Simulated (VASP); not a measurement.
Set up this calculation in VASP 6.6.1, as the native input.

```
Task                   : single point
Functional             : RPBE
Dispersion             : D4
Potentials or basis    : VASP PAW PBE potentials, release 64 (Mo_sv)
Cutoff                 : 520 eV
k mesh                 : 12 × 12 × 12
Occupations            : fermi-dirac, width 0.05 eV
Spin                   : no spin polarisation
Dipole correction      : no
Further INCAR settings : ALGO = Fast; EDIFF = 1e-06; NBANDS = 13
```

The structure of Mo lies in POSCAR:

```
Mo
1.0
   -1.6046509537      1.6046509537      1.6046509537
    1.6046509537     -1.6046509537      1.6046509537
    1.6046509537      1.6046509537     -1.6046509537
Mo
1
Direct
    0.0000000000      0.0000000000      0.0000000000
```

One way to write it, as run:

INCAR

```
SYSTEM = Mo
ALGO = Fast
EDIFF = 1E-6
ENCUT = 520
GGA = RP
ISIF = 2
ISMEAR = -1
IVDW = 13
LASPH = .True.
LCHARG = .True.
LELF = .True.
LREAL = .False.
LVHAR = .True.
LWAVE = .False.
NBANDS = 13
NELM = 60
PREC = Accurate
SIGMA = 0.05
```

KPOINTS

```
k-points
0
Gamma
  12 12 12
  0 0 0
```

Potentials or basis: VASP PAW PBE potentials, release 64 (Mo_sv).

The run is started by

```console
$ cat potpaw_PBE.64/Mo_sv/POTCAR > POTCAR
$ mpirun -np 1 vasp_std > vasp.out
```

Results of the run:

```yaml
Pressure: -17.0 GPa
Band_gap_on_the_k_mesh: zero (band 7 reaches 15.45 eV, above the bottom of band 8 at 10.53 eV)
Dispersion_energy_per_atom: -1.061 eV
```

Caveat: the PAW data sets were made with another functional, which shifts forces and pressure a little; pairwise dispersion overbinds metals, which lowers pressure and volume.

Wall time 8.8 s on 1 thread of Intel(R) Xeon(R) Platinum 8375C CPU @ 2.90GHz (Ice Lake), on a shared host, peak memory 0.14 GiB.
